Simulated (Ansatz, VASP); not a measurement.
**BP: VASP beside Ansatz**

```
B P
1.0
     0.00000    2.26005    2.26005
     2.23745    0.00000    2.26005
     2.23745    2.26005    0.00000
B P
1 1
Direct
  0.00000 0.00000 0.00000
  0.75000 0.75000 0.75000
```

Change from the starting cell: strain e1 = -0.01, atoms carried along.

Alike in both runs: task single point; functional PBEsol; k mesh 12 × 12 × 12; occupations gaussian, width 0.05 eV; no spin polarisation.

|  | VASP | Ansatz |
| --- | --- | --- |
| version | VASP 6.6.1 | Ansatz 0.2.0 |
| potentials or method | VASP PAW PBE potentials, release 64 (B, P), cutoff 520 eV | scalar-relativistic, plane waves, PAW |
| valence electrons in the cell | 8 | 8 |

Ansatz gave:

| Quantity | Value |
| --- | --- |
| gap on the k mesh at the Fermi level (eV) | 0.95 |
| least direct gap on the mesh (eV) | 3.29 |
| pressure (GPa) | 1.7 |
| traceless stress, the component that is largest in VASP (GPa) | 1.77 |

Question: Estimate VASP's values.

Answer: gap on the k mesh at the Fermi level (eV): 0.94; least direct gap on the mesh (eV): 3.29; pressure (GPa): 1.8; traceless stress, the component that is largest in VASP (GPa): 1.77.

VASP's potentials were made for PBE, not for PBEsol.
